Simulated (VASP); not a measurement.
# PbSe (Fm-3m) in VASP: a series of runs

The runs below take PbSe through single point, with LDA.

Program: VASP 6.6.1. These are calculated values, not measurements. Logs are shortened: lines on timing, memory, paths and dates and some standing lists are left out, and cuts for length are marked.

### 1 The cell of the first run

It takes space group Fm-3m (No. 225, cubic). Conventional cell: a = 5.700 Å, b = 5.700 Å, c = 5.700 Å, α = 90.00°, β = 90.00°, γ = 90.00°. Within 3.8 Å of Pb (site symmetry m-3m) lie 6 Se at 2.85 Å. Within 3.8 Å of Se (site symmetry m-3m) lie 6 Pb at 2.85 Å.

### 2 Single point, LDA

INCAR reads:

```
SYSTEM = PbSe
ALGO = Normal ; EDIFF = 1E-6
ENCUT = 520 ; GGA = CA
ISIF = 2 ; ISMEAR = -1
LASPH = .True. ; LCHARG = .False.
LREAL = .False. ; LWAVE = .False.
NBANDS = 17 ; NELM = 60
PREC = Accurate ; SIGMA = 0.05
```

KPOINTS reads:

```
k-points
0
Gamma
  14 14 14
  0 0 0
```

POSCAR reads:

```
PbSe
1.0
    0.0000000000      2.8497874672      2.8497874672
    2.8497874672      0.0000000000      2.8497874672
    2.8497874672      2.8497874672      0.0000000000
Pb Se
1 1
Direct
    0.0000000000      0.0000000000      0.0000000000
    0.5000000000      0.5000000000      0.5000000000
```

Potentials or basis: VASP PAW LDA potentials, release 64 (Pb_d, Se).

On the command line:

```
cat potpaw_LDA.64/Pb_d/POTCAR potpaw_LDA.64/Se/POTCAR > POTCAR
mpirun -np 1 vasp_std > vasp.out
```

OUTCAR:

```text
SYSTEM = PbSe
   EDIFF = 1E-6
   ENCUT = 520
   GGA = CA
   ISIF = 2
   ISMEAR = -1
   LASPH = .True.
   LREAL = .False.
   NELM = 60
   PREC = Accurate

 ion  position               nearest neighbor table
   1  0.000  0.000  0.000-   2 2.85   2 2.85   2 2.85   2 2.85   2 2.85   2 2.85
   2  0.500  0.500  0.500-   1 2.85   1 2.85   1 2.85   1 2.85   1 2.85   1 2.85

  LATTYP: Found a face centered cubic cell.
 ALAT       =     5.6995749344

  Lattice vectors:

 A1 = (   0.0000000000,   2.8497874672,   2.8497874672)
 A2 = (   2.8497874672,   0.0000000000,   2.8497874672)
 A3 = (   2.8497874672,   2.8497874672,   0.0000000000)

Analysis of symmetry for initial positions (statically):
=====================================================================
 Subroutine PRICEL returns:
 Original cell was already a primitive cell.

 Routine SETGRP: Setting up the symmetry group for a
 face centered cubic supercell.

 Subroutine GETGRP returns: Found 48 space group operations
 (whereof 48 operations were pure point group operations)
 out of a pool of 48 trial point group operations.

The static configuration has the point symmetry O_h .

Analysis of symmetry for dynamics (positions and initial velocities):
=====================================================================
 Subroutine PRICEL returns:
 Original cell was already a primitive cell.

 Routine SETGRP: Setting up the symmetry group for a
 face centered cubic supercell.

 Subroutine GETGRP returns: Found 48 space group operations
 (whereof 48 operations were pure point group operations)
 out of a pool of 48 trial point group operations.

The dynamic configuration has the point symmetry O_h .

 Subroutine INISYM returns: Found 48 space group operations
 (whereof 48 operations are pure point group operations),
 and found     1 'primitive' translations

----------------------------------------------------------------------------------------

                                     Primitive cell

  volume of cell :      46.2879

  direct lattice vectors                    reciprocal lattice vectors
     0.000000000  2.849787467  2.849787467    -0.175451680  0.175451680  0.175451680
     2.849787467  0.000000000  2.849787467     0.175451680 -0.175451680  0.175451680
     2.849787467  2.849787467  0.000000000     0.175451680  0.175451680 -0.175451680

  length of vectors
     4.030208086  4.030208086  4.030208086     0.303891225  0.303891225  0.303891225

  position of ions in fractional coordinates (direct lattice)
     0.000000000  0.000000000  0.000000000
     0.500000000  0.500000000  0.500000000

  ion indices of the primitive-cell ions
   primitive index   ion index
                 1           1
                 2           2

----------------------------------------------------------------------------------------

 KPOINTS: k-points

Automatic generation of k-mesh.
 Grid dimensions read from file:
 generate k-points for:   14   14   14

 Generating k-lattice:

  Cartesian coordinates                     Fractional coordinates (reciprocal lattice)
    -0.012532263  0.012532263  0.012532263     0.071428571  0.000000000  0.000000000
     0.012532263 -0.012532263  0.012532263     0.000000000  0.071428571  0.000000000
     0.012532263  0.012532263 -0.012532263     0.000000000  0.000000000  0.071428571

  Length of vectors
     0.021706516  0.021706516  0.021706516

  Shift w.r.t. Gamma in fractional coordinates (k-lattice)
     0.000000000  0.000000000  0.000000000

 Subroutine IBZKPT returns following result:
 ===========================================

 Found    104 irreducible k-points:

 Following reciprocal coordinates:
            Coordinates               Weight
  0.000000  0.000000  0.000000      1.000000
  0.071429  0.000000  0.000000      8.000000
  0.142857  0.000000  0.000000      8.000000
  0.214286  0.000000  0.000000      8.000000
  0.285714  0.000000  0.000000      8.000000
  0.357143  0.000000  0.000000      8.000000
[... 16 lines left out ...]
  0.214286  0.142857  0.000000     24.000000
  0.285714  0.142857  0.000000     24.000000
 [... further k-points ...]
   k-points           NKPTS =    104   k-points in BZ     NKDIM =    104   number of bands    NBANDS=     17
   number of dos      NEDOS =    301   number of ions     NIONS =      2
   total plane-waves  NPLWV =  27000
   dimension x,y,z NGX =    30 NGY =   30 NGZ =   30
   dimension x,y,z NGXF=    60 NGYF=   60 NGZF=   60
   ions per type =               1   1
   NGX,Y,Z   is equivalent  to a cutoff of  12.37, 12.37, 12.37 a.u.
   NGXF,Y,Z  is equivalent  to a cutoff of  24.75, 24.75, 24.75 a.u.
 SYSTEM =  PbSe
   PREC   = accura    normal or accurate (medium, high low for compatibility)
   ISTART =      0    job   : 0-new  1-cont  2-samecut
   ICHARG =      2    charge: 1-file 2-atom 10-const
   ISPIN  =      1    spin polarized calculation?
   LNONCOLLINEAR =      F non collinear calculations
   LSORBIT =      F    spin-orbit coupling
   LASPH  =      T    aspherical Exc in radial PAW
   ENCUT  =  520.0 eV  38.22 Ry    6.18 a.u.   7.49  7.49  7.49*2*pi/ulx,y,z
   NELM   =     60;   NELMIN=  2; NELMDL= -5     # of ELM steps
   EDIFF  = 0.1E-05   stopping-criterion for ELM
   LREAL  =      F    real-space projection
   EDIFFG = 0.1E-04   stopping-criterion for IOM
   NSW    =      0    number of steps for IOM
   IBRION =     -1    ionic relax: 0-MD 1-quasi-New 2-CG
   NFREE  =      0    steps in history (QN), initial steepest desc. (CG)
   ISIF   =      2    stress and relaxation
   ISYM   =      2    0-nonsym 1-usesym 2-fastsym
   POTIM  = 0.5000    time-step for ionic-motion
   TEBEG  =    0.0;   TEEND  =   0.0 temperature during run
   PSTRESS=    0.0 pullay stress
   NELECT =      20.0000    total number of electrons
   NUPDOWN=      -1.0000    fix difference up-down
   EMIN   =  10.00;   EMAX   =-10.00  energy-range for DOS
   EFERMI =   0.00;   METHOD = LEGACY
   ISMEAR =    -1;   SIGMA  =   0.05  broadening in eV -4-tet -1-fermi 0-gaus
   EFERMI_NEDOS =   21; number of points for ismear=-14 and -15
   IALGO  =     38    algorithm
   IMIX   =      4    mixing-type and parameters
     AMIX     =   0.40;   BMIX     =  1.00
     AMIX_MAG =   1.60;   BMIX_MAG =  1.00
  volume/ion in A,a.u.               =      23.14       156.18
  Fermi-wavevector in a.u.,A,eV,Ry     =   1.237644  2.338808 20.840892  1.531762
  Thomas-Fermi vector in A             =   2.372202
   LORBIT       =      0    0 simple, 1 ext, 2 COOP (PROOUT), +10 PAW based schemes
   GGA     = CA    functional components
   LHFCALC =     F    Hartree Fock is set to
   AEXX    =    0.0000 exact exchange contribution
   IVDW    =     0    specifies the selected vdW correction
   LEPSILON=     F    determine dielectric tensor
   LRPA    =     F    only Hartree local field effects (RPA)
 non-spin polarized calculation
  energy-cutoff  :      520.00
  volume of cell :       46.29
 maximum number of plane-waves:      1267
 NGX is ok and might be reduce to    30
   NGX = 15   NGY = 15   NGZ = 15

 number of electron      20.0000003 magnetization

 Free energy of the ion-electron system (eV)
  ---------------------------------------------------
  ext. energy  EPLUGINS =         0.00000000
  ---------------------------------------------------
  free energy    TOTEN  =        -9.09066736 eV

  energy without entropy =       -9.09027491  energy(sigma->0) =       -9.09047113

 E-fermi :   7.7426     XC(G=0): -10.8416

 val. band max:        7.5499031544   @ k =  -0.4286   0.0714   0.0000
 cond. band min:       7.8948679724   @ k =  -0.4286   0.0714   0.0000
 fundamental gap:      0.3449648180
 Fermi energy:         7.7425900039

 k-point     1 :       0.0000    0.0000    0.0000
  band No.  band energies     occupation
      1      -9.4266      2.00000
      2      -9.4266      2.00000
      3      -9.4102      2.00000
      4      -9.4102      2.00000
      5      -9.4102      2.00000
      6      -7.7959      2.00000
[... 9 lines left out ...]
     16      13.8834      0.00000
     17      15.1201      0.00000

 k-point     2 :       0.0714    0.0000    0.0000
  band No.  band energies     occupation
      1      -9.4291      2.00000
      2      -9.4291      2.00000
      3      -9.4101      2.00000
      4      -9.4073      2.00000
      5      -9.4073      2.00000
      6      -7.7404      2.00000
[... 9 lines left out ...]
     16      14.0603      0.00000
     17      15.8141      0.00000

 k-point     3 :       0.1429    0.0000    0.0000
  band No.  band energies     occupation
      1      -9.4374      2.00000
      2      -9.4374      2.00000
      3      -9.4102      2.00000
      4      -9.3976      2.00000
      5      -9.3976      2.00000
      6      -7.5763      2.00000
[... 9 lines left out ...]
     16      14.4292      0.00000
     17      17.1330      0.00000

 k-point     4 :       0.2143    0.0000    0.0000
  band No.  band energies     occupation
      1      -9.4503      2.00000
      2      -9.4503      2.00000
      3      -9.4109      2.00000
      4      -9.3827      2.00000
      5      -9.3827      2.00000
      6      -7.3125      2.00000
[... 9 lines left out ...]
     16      14.9586      0.00000
     17      18.6605      0.00000
[... 343 lines left out ...]
      1      -9.4700      2.00000
      2      -9.4190      2.00000
      3      -9.4184      2.00000
      4      -9.3921      2.00000
      5      -9.3921      2.00000
      6      -7.4873      2.00000
[... 9 lines left out ...]
     16      15.5997      0.00000
     17      17.2662      0.00000

 k-point    23 :       0.2143    0.1429    0.0000
  band No.  band energies     occupation
      1      -9.4967      2.00000
      2      -9.4214      2.00000
      3      -9.4203      2.00000
      4      -9.3831      2.00000
      5      -9.3790      2.00000
      6      -7.2775      2.00000
[... 9 lines left out ...]
     16      16.1166      0.00000
     17      17.8970      0.00000

 k-point    24 :       0.2857    0.1429    0.0000
  band No.  band energies     occupation
      1      -9.5217      2.00000
      2      -9.4300      2.00000
      3      -9.4203      2.00000
      4      -9.3743      2.00000
      5      -9.3616      2.00000
      6      -6.9766      2.00000
[... 9 lines left out ...]
     16      16.6542      0.00000
     17      19.1237      0.00000

 [... further k-points ...]

------------------------ aborting loop because EDIFF is reached ----------------------------------------

  FORCE on cell =-STRESS in cart. coord.  units (eV):
  Direction    XX          YY          ZZ          XY          YZ          ZX
  --------------------------------------------------------------------------------------
  -------------------------------------------------------------------------------------
  Total        4.3959173      4.3959173      4.3959173     -0.0000000     -0.0000000      0.0000000
  in kB      152.1572602    152.1572602    152.1572602     -0.0000000     -0.0000000      0.0000000
  external PRESSURE =     152.1572602 kB  Pullay stress =       0.0000000 kB

 VOLUME and BASIS-vectors are now :
 -----------------------------------------------------------------------------
  energy-cutoff  :      520.00
  volume of cell :       46.29
      direct lattice vectors                 reciprocal lattice vectors
     0.000000000  2.849787467  2.849787467    -0.175451680  0.175451680  0.175451680
     2.849787467  0.000000000  2.849787467     0.175451680 -0.175451680  0.175451680
     2.849787467  2.849787467  0.000000000     0.175451680  0.175451680 -0.175451680

 POSITION                                       TOTAL-FORCE (eV/Angst)
 -----------------------------------------------------------------------------------
      0.00000      0.00000      0.00000         0.000000     -0.000000     -0.000000
      2.84979      2.84979      2.84979        -0.000000      0.000000      0.000000
 -----------------------------------------------------------------------------------
    total drift:                               -0.000000      0.000000      0.000000

  FREE ENERGIE OF THE ION-ELECTRON SYSTEM (eV)
  ---------------------------------------------------
  free  energy   TOTEN  =        -9.0906673623 eV

  energy  without entropy=       -9.0902749052  energy(sigma->0) =       -9.09047113
```

Run time: 29 s. Hardware: 1 thread of Intel Xeon 6975P-C (Granite Rapids), shared host; peak memory 0.21 GiB.

Results:

```yaml
Free_energy: -9.0907 eV
Pressure: 15.2 GPa
Band_gap_on_the_k_mesh: 0.34 eV, direct
```

Levels at points of the mesh, in eV from the valence-band top:
| k point | band 7 | band 8 | band 9 | band 10 | band 11 | band 12 | band 13 | band 14 |
| --- | --- | --- | --- | --- | --- | --- | --- | --- |
| (0.00, 0.00, 0.00) | -5.60 | -2.58 | -2.58 | -2.58 | 5.42 | 5.42 | 5.42 | 6.33 |
| (0.50, 0.00, 0.00) | -9.99 | -1.93 | -1.93 | -0.08 | 0.68 | 1.40 | 1.40 | 9.04 |
| (0.50, 0.50, 0.00) | -7.55 | -6.65 | -4.38 | -4.38 | 2.99 | 6.74 | 6.74 | 7.25 |

Caveat: spin-orbit coupling is left out, which moves the levels of the heavy elements. A k mesh can miss the band edges.

### 3 Single point, LDA

This run uses another cell than the first one, of 24.23 Å³/atom, 1.047 times its volume.

INCAR reads:

```
PREC     = Accurate       # precision mode
ENCUT    = 520            # plane-wave cutoff, eV
EDIFF    = 1E-7           # SCF threshold, eV
ISMEAR   = -1             # smearing method
SIGMA    = 0.05           # smearing width, eV
LREAL    = F              # projectors in reciprocal space
LASPH    = T              # aspherical terms in the spheres
NELM     = 60             # most SCF steps
ALGO     = Normal         # electronic algorithm
ISIF     = 2              # what is computed and relaxed
LWAVE    = F              # write WAVECAR
LCHARG   = T              # write CHGCAR
GGA      = CA             # functional
LELF     = T              # ELF
LVHAR    = T            
NBANDS   = 17             # bands
```

KPOINTS reads:

```
regular mesh
0
Gamma
  14 14 14
```

POSCAR reads:

```
PbSe
1.0
    0.0000000000      2.8937301091      2.8937301091
    2.8937301091      0.0000000000      2.8937301091
    2.8937301091      2.8937301091      0.0000000000
Pb Se
1 1
Direct
    0.0000000000      0.0000000000      0.0000000000
    0.5000000000      0.5000000000      0.5000000000
```

Potentials or basis: VASP PAW LDA potentials, release 64 (Pb_d, Se).

On the command line:

```
cat potpaw_LDA.64/Pb_d/POTCAR potpaw_LDA.64/Se/POTCAR > POTCAR
mpirun -np 1 vasp_std > vasp.out
```

OUTCAR:

```text
PREC = Accurate
   ENCUT = 520
   EDIFF = 1E-7
   ISMEAR = -1
   LREAL = F
   LASPH = T
   NELM = 60
   ISIF = 2
   GGA = CA

 ion  position               nearest neighbor table
   1  0.000  0.000  0.000-   2 2.89   2 2.89   2 2.89   2 2.89   2 2.89   2 2.89
   2  0.500  0.500  0.500-   1 2.89   1 2.89   1 2.89   1 2.89   1 2.89   1 2.89

  LATTYP: Found a face centered cubic cell.
 ALAT       =     5.7874602182

  Lattice vectors:

 A1 = (   0.0000000000,   2.8937301091,   2.8937301091)
[... 664 lines left out ...]

------------------------ aborting loop because EDIFF is reached ----------------------------------------

  FORCE on cell =-STRESS in cart. coord.  units (eV):
  Direction    XX          YY          ZZ          XY          YZ          ZX
  --------------------------------------------------------------------------------------
  -------------------------------------------------------------------------------------
  Total        3.0857500      3.0857500      3.0857500     -0.0000000      0.0000000     -0.0000000
  in kB      102.0157556    102.0157556    102.0157556     -0.0000000      0.0000000     -0.0000000
  external PRESSURE =     102.0157556 kB  Pullay stress =       0.0000000 kB

 VOLUME and BASIS-vectors are now :
 -----------------------------------------------------------------------------
  energy-cutoff  :      520.00
  volume of cell :       48.46
      direct lattice vectors                 reciprocal lattice vectors
     0.000000000  2.893730109  2.893730109    -0.172787365  0.172787365  0.172787365
     2.893730109  0.000000000  2.893730109     0.172787365 -0.172787365  0.172787365
     2.893730109  2.893730109  0.000000000     0.172787365  0.172787365 -0.172787365

 POSITION                                       TOTAL-FORCE (eV/Angst)
 -----------------------------------------------------------------------------------
      0.00000      0.00000      0.00000        -0.000000      0.000000      0.000000
      2.89373      2.89373      2.89373         0.000000     -0.000000     -0.000000
 -----------------------------------------------------------------------------------
    total drift:                               -0.000000      0.000000      0.000000

  FREE ENERGIE OF THE ION-ELECTRON SYSTEM (eV)
  ---------------------------------------------------
  free  energy   TOTEN  =        -9.2627233408 eV

  energy  without entropy=       -9.2625455622  energy(sigma->0) =       -9.26263445
```

OSZICAR:

```text
N       E                     dE             d eps       ncg     rms          rms(c)
DAV:   1     0.156805611876E+03    0.15681E+03   -0.97166E+03  3562   0.126E+03
DAV:   2     0.148604841922E+01   -0.15532E+03   -0.15001E+03  3760   0.322E+02
DAV:   3    -0.923108813656E+01   -0.10717E+02   -0.10604E+02  4561   0.890E+01
DAV:   4    -0.947001934146E+01   -0.23893E+00   -0.23873E+00  4444   0.141E+01
DAV:   5    -0.947750085263E+01   -0.74815E-02   -0.74811E-02  5100   0.246E+00    0.354E+00
DAV:   6    -0.927670505071E+01    0.20080E+00   -0.43051E-01  5606   0.558E+00    0.218E+00
DAV:   7    -0.926421649043E+01    0.12489E-01   -0.84166E-02  4699   0.160E+00    0.965E-01
DAV:   8    -0.926284524793E+01    0.13712E-02   -0.68830E-03  4883   0.975E-01    0.698E-02
DAV:   9    -0.926271776693E+01    0.12748E-03   -0.78054E-04  5273   0.313E-01    0.505E-02
DAV:  10    -0.926272515616E+01   -0.73892E-05   -0.67453E-05  4210   0.696E-02    0.137E-02
DAV:  11    -0.926272327637E+01    0.18798E-05   -0.14704E-05  5424   0.443E-02    0.123E-02
DAV:  12    -0.926272336439E+01   -0.88025E-07   -0.10261E-06  4576   0.854E-03    0.193E-03
DAV:  13    -0.926272334079E+01    0.23604E-07   -0.38686E-08  2482   0.280E-03
   1 F= -.92627233E+01 E0= -.92626345E+01  d E =-.177779E-03
```

Wall time 33 s (1 thread of Intel Xeon 6975P-C (Granite Rapids), shared host); peak memory 0.21 GiB.

Results:

* Free energy: -9.2627 eV
* Pressure: 10.2 GPa
* Band gap on the k mesh: 0.40 eV, indirect (least direct gap 0.45 eV)

Caveat: spin-orbit coupling is left out, which moves the levels of the heavy elements. A k mesh can miss the band edges.

(Continued in part 2 of 2.)
